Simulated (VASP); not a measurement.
# TiC in VASP: further runs, part 2 of 2

VASP 6.6.1. The steps go on from the part before.

## 4. Single point, r2SCAN (strain along c alone, the other axes held: +6.0 %)

Input file POSCAR:

```
TiC
1.0
    2.1639143223      2.1639143223      0.0000000000
   -2.1639143223      2.1639143223      0.0000000000
    0.0000000000      0.0000000000      4.5874983632
Ti C
2 2
Direct
    0.0000000000      0.0000000000      0.0000000000
    0.5000000000      0.5000000000      0.5000000000
    0.5000000000      0.5000000000      0.0000000000
    0.0000000000      0.0000000000      0.5000000000
```

Input file INCAR.step1:

```
ALGO     = Normal         # electronic algorithm
EDIFF    = 1E-4           # SCF threshold, eV
ENCUT    = 520            # plane-wave cutoff, eV
GGA      = PE             # functional
ISMEAR   = 0              # smearing method
LASPH    = T              # aspherical terms in the spheres
LCHARG   = F              # write CHGCAR
LREAL    = F              # projectors in reciprocal space
LWAVE    = T              # write WAVECAR
NBANDS   = 24             # bands
NELM     = 60             # most SCF steps
PREC     = Accurate       # precision mode
SIGMA    = 0.1            # smearing width, eV
```

Input file INCAR.step2:

```
ALGO     = Normal         # electronic algorithm
EDIFF    = 1E-6           # SCF threshold, eV
ENCUT    = 520            # plane-wave cutoff, eV
ISIF     = 2              # what is computed and relaxed
ISMEAR   = 0              # smearing method
ISTART   = 1            
LASPH    = T              # aspherical terms in the spheres
LCHARG   = T              # write CHGCAR
LELF     = T              # ELF
LMIXTAU  = T            
LREAL    = F              # projectors in reciprocal space
LVHAR    = T            
LWAVE    = F              # write WAVECAR
METAGGA  = R2SCAN         # meta-GGA
NBANDS   = 24             # bands
NELM     = 60             # most SCF steps
PREC     = Accurate       # precision mode
SIGMA    = 0.1            # smearing width, eV
```

Input file KPOINTS:

```
k-points
0
Gamma
  18 18 12
```

Potentials or basis: VASP PAW PBE potentials, release 64 (Ti_sv, C).

Command:

```console
$ cat potpaw_PBE.64/Ti_sv/POTCAR potpaw_PBE.64/C/POTCAR > POTCAR
$ cp INCAR.step1 INCAR
$ mpirun -np 1 vasp_std > vasp.out
$ cp INCAR.step2 INCAR
$ mpirun -np 1 vasp_std > vasp.out
```

OUTCAR:

```text
EDIFF = 1E-6
   ENCUT = 520
   ISIF = 2
   ISMEAR = 0
   ISTART = 1
   LASPH = T
   LREAL = F
   METAGGA = R2SCAN
   NELM = 60
   PREC = Accurate

 ion  position               nearest neighbor table
   1  0.000  0.000  0.000-   3 2.16   3 2.16   3 2.16   3 2.16   4 2.29   4 2.29
   2  0.500  0.500  0.500-   4 2.16   4 2.16   4 2.16   4 2.16   3 2.29   3 2.29
   3  0.500  0.500  0.000-   1 2.16   1 2.16   1 2.16   1 2.16   2 2.29   2 2.29
   4  0.000  0.000  0.500-   2 2.16   2 2.16   2 2.16   2 2.16   1 2.29   1 2.29

[... 867 lines left out ...]
  Direction    XX          YY          ZZ          XY          YZ          ZX
  --------------------------------------------------------------------------------------
  -------------------------------------------------------------------------------------
  Total       -1.6184574     -1.6184574     -5.9135249      0.0000000      0.0000000      0.0000000
  in kB      -60.3567455    -60.3567455   -220.5316740      0.0000000      0.0000000      0.0000000
  external PRESSURE =    -113.7483884 kB  Pullay stress =       0.0000000 kB

 VOLUME and BASIS-vectors are now :
 -----------------------------------------------------------------------------
  energy-cutoff  :      520.00
  volume of cell :       42.96
      direct lattice vectors                 reciprocal lattice vectors
     2.163914322  2.163914322  0.000000000     0.231062753  0.231062753  0.000000000
    -2.163914322  2.163914322  0.000000000    -0.231062753  0.231062753  0.000000000
     0.000000000  0.000000000  4.587498363     0.000000000  0.000000000  0.217983729

 POSITION                                       TOTAL-FORCE (eV/Angst)
 -----------------------------------------------------------------------------------
      0.00000      0.00000      0.00000         0.000000     -0.000000     -0.000000
      0.00000      2.16391      2.29375        -0.000000      0.000000      0.000000
      0.00000      2.16391      0.00000         0.000000      0.000000     -0.000000
      0.00000      0.00000      2.29375         0.000000     -0.000000     -0.000000
 -----------------------------------------------------------------------------------
    total drift:                               -0.000000      0.000000     -0.000000

  FREE ENERGIE OF THE ION-ELECTRON SYSTEM (eV)
  ---------------------------------------------------
  free  energy   TOTEN  =       -49.5599482826 eV

  energy  without entropy=      -49.5577930973  energy(sigma->0) =      -49.55887069
```

OUTCAR.step1:

```text
EDIFF = 1E-4
   ENCUT = 520
   GGA = PE
   ISMEAR = 0
[... 896 lines left out ...]
      0.00000      0.00000      0.00000        -0.000000      0.000000     -0.000000
      0.00000      2.16391      2.29375        -0.000000      0.000000      0.000000
      0.00000      2.16391      0.00000         0.000000     -0.000000     -0.000000
      0.00000      0.00000      2.29375         0.000000     -0.000000     -0.000000
 -----------------------------------------------------------------------------------
    total drift:                               -0.000000      0.000000     -0.000000

  FREE ENERGIE OF THE ION-ELECTRON SYSTEM (eV)
  ---------------------------------------------------
  free  energy   TOTEN  =       -37.2484731324 eV

  energy  without entropy=      -37.2457547547  energy(sigma->0) =      -37.24711394
```

OSZICAR.step1:

```text
N       E                     dE             d eps       ncg     rms          rms(c)
DAV:   1     0.344665006075E+03    0.34467E+03   -0.15634E+04 18488   0.161E+03
DAV:   2    -0.761707638907E+01   -0.35228E+03   -0.33523E+03 19424   0.464E+02
DAV:   3    -0.467222182781E+02   -0.39105E+02   -0.37916E+02 30648   0.136E+02
DAV:   4    -0.486696193632E+02   -0.19474E+01   -0.19431E+01 23688   0.276E+01
DAV:   5    -0.487571753019E+02   -0.87556E-01   -0.87551E-01 26480   0.514E+00    0.246E+01
DAV:   6    -0.386164235945E+02    0.10141E+02   -0.63975E+01 22224   0.699E+01    0.102E+01
DAV:   7    -0.373518424830E+02    0.12646E+01   -0.13201E+01 22224   0.315E+01    0.676E+00
DAV:   8    -0.373868720766E+02   -0.35030E-01   -0.54552E-01 23680   0.424E+00    0.633E+00
DAV:   9    -0.374459543168E+02   -0.59082E-01   -0.15429E+00 23408   0.106E+01    0.361E+00
DAV:  10    -0.372533350520E+02    0.19262E+00   -0.49635E-01 24944   0.545E+00    0.923E-01
DAV:  11    -0.372589831329E+02   -0.56481E-02   -0.21403E-02 22144   0.118E+00    0.894E-01
DAV:  12    -0.372491514350E+02    0.98317E-02   -0.58356E-02 21040   0.120E+00    0.252E-01
DAV:  13    -0.372488965225E+02    0.25491E-03   -0.93334E-03 21528   0.729E-01    0.156E-01
DAV:  14    -0.372484652277E+02    0.43129E-03   -0.14343E-03 21648   0.365E-01    0.373E-02
DAV:  15    -0.372484731324E+02   -0.79047E-05   -0.14393E-04 14872   0.720E-02
   1 F= -.37248473E+02 E0= -.37247114E+02  d E =-.271838E-02
```

Run time: 13 min. Hardware: 1 thread of AMD EPYC 9R45 (Zen 5), shared host; peak memory 0.4 GiB.

What came out:

| Item | Value |
| --- | --- |
| Free energy | -49.5599 eV |
| Pressure | -11.4 GPa |
| Band gap on the k mesh | zero (bands 16 and 17 overlap by 1.58 eV) |

Caveat: the cell differs from its parent crystal (strain along c alone, the other axes held: +6.0 %); the cell stands under tension; the PAW data sets were made with another functional, which shifts forces and pressure a little.

## 5. Single point, r2SCAN

This run uses another cell than the first one, of 10.13 Å³/atom.

Edit POSCAR of step 4 so:

```diff
@@ -4,3 +4,3 @@
    -2.1639143223      2.1639143223      0.0000000000
-    0.0000000000      0.0000000000      4.5874983632
+    0.0000000000      0.0000000000      4.3278286445
 Ti C
```

Input file INCAR.step1:

```
SYSTEM = TiC
  ALGO = Normal
  EDIFF = 1E-4
  ENCUT = 520
  GGA = PE
  ISMEAR = 0
  LASPH = .True.
  LCHARG = .False.
  LREAL = .False.
  LWAVE = .True.
  NBANDS = 24
  NELM = 60
  PREC = Accurate
  SIGMA = 0.1
```

Input file INCAR.step2:

```
SYSTEM = TiC
  ALGO = Normal
  EDIFF = 1E-7
  ENCUT = 520
  ISIF = 2
  ISMEAR = 0
  ISTART = 1
  LASPH = .True.
  LCHARG = .False.
  LMIXTAU = .True.
  LREAL = .False.
  LWAVE = .False.
  METAGGA = R2SCAN
  NBANDS = 24
  NELM = 60
  PREC = Accurate
  SIGMA = 0.1
```

Input file KPOINTS:

```
k-points
0
Gamma
  18 18 12
  0 0 0
```

Command:

```console
$ cat potpaw_PBE.64/Ti_sv/POTCAR potpaw_PBE.64/C/POTCAR > POTCAR
$ cp INCAR.step1 INCAR
$ mpirun -np 1 vasp_std > vasp.out
$ cp INCAR.step2 INCAR
$ mpirun -np 1 vasp_std > vasp.out
```

Wall time 33 min (1 thread of Oxide Virtual Turin-like, shared host); peak memory 0.38 GiB.

It converged, with:

- Free energy: -49.7391 eV
- Pressure: 1.0 GPa
- Band gap on the k mesh: zero (bands 16 and 17 overlap by 1.33 eV)

Levels at points of the mesh, in eV from the Fermi level:
```
           k point  band 14  band 15  band 16  band 17  band 18  band 19
(0.00, 0.00, 0.00)    -0.16     0.85     0.85     0.85     1.66     1.66
(0.50, 0.00, 0.00)    -2.85    -2.82    -2.82     2.37     2.37     3.34
(0.50, 0.50, 0.00)    -1.53    -0.16    -0.16    -0.16    -0.16     2.73
(0.00, 0.00, 0.50)    -0.48    -0.47    -0.47    -0.47    -0.47     2.20
(0.50, 0.00, 0.50)    -3.15    -3.15    -3.15     3.14     3.14     3.14
(0.50, 0.50, 0.50)    -3.33    -2.95    -2.95     2.99     2.99     2.99
```

Caveat: the PAW data sets were made with another functional, which shifts forces and pressure a little.

## 6. Summary

| cell | gap on the mesh (eV) | pressure (GPa) |
| --- | --- | --- |
| a = 2.938, b = 2.938, c = 4.432 Å, 4 atoms | none | 20.4 |
| a = 2.999, b = 2.999, c = 4.373 Å, 4 atoms | none | 9.9 |
| a = 3.060, b = 3.060, c = 4.587 Å, 4 atoms | none | -11.4 |
| a = 3.060, b = 3.060, c = 4.328 Å, 4 atoms | none | 1.0 |

Alike in all rows: task single point; level r2SCAN; potentials or basis VASP PAW PBE potentials, release 64 (Ti_sv, C); no spin polarisation; k mesh 18 × 18 × 12; cutoff (eV) 520; smearing gaussian 0.1 eV.

Caveats: the PAW data sets were made with another functional, which shifts forces and pressure a little; the cell stands under pressure (at least some runs); the cell stands under tension (at least some runs).

Total energies depend on the potentials used, so only differences within one code and one set of settings carry meaning.
